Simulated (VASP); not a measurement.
# Zn: single point with PBE

Zn:

```
Zn
1.0
     4.40151    0.00000    0.00000
    -2.20075    3.81182    0.00000
     0.00000    0.00000    2.79407
Zn
3
Direct
  0.00000 0.00000 0.00000
  0.33333 0.66667 0.50000
  0.66667 0.33333 0.50000
```

```json
{"Program": "VASP 6.6.1", "Task": "single point", "Functional": "PBE", "Potentials or basis": "VASP PAW PBE potentials, release 64 (Zn)", "Cutoff": "520 eV", "k mesh": "9 × 9 × 12", "Occupations": "fermi-dirac, width 0.1 eV", "Spin": "no spin polarisation", "Dipole correction": "no", "Further INCAR settings": "ALGO = Normal; EDIFF = 1e-07; NBANDS = 25"}
```

```json
{
  "Pressure": "0.3 GPa",
  "Band gap on the k mesh": "zero (band 18 reaches 7.12 eV, above the bottom of band 19 at 1.89 eV)"
}
```

Levels at points of the mesh, in eV from the Fermi level:
```tsv
k point	band 16	band 17	band 18	band 19	band 20	band 21
(0.00, 0.00, 0.00)	-7.04	0.95	0.95	1.02	1.02	1.24
(0.00, 0.00, 0.50)	-4.65	-4.48	4.11	4.11	4.55	4.97
```

It took 4.3 min on 1 thread of AMD EPYC 7R13, with other jobs on the host, peak memory 0.19 GiB.
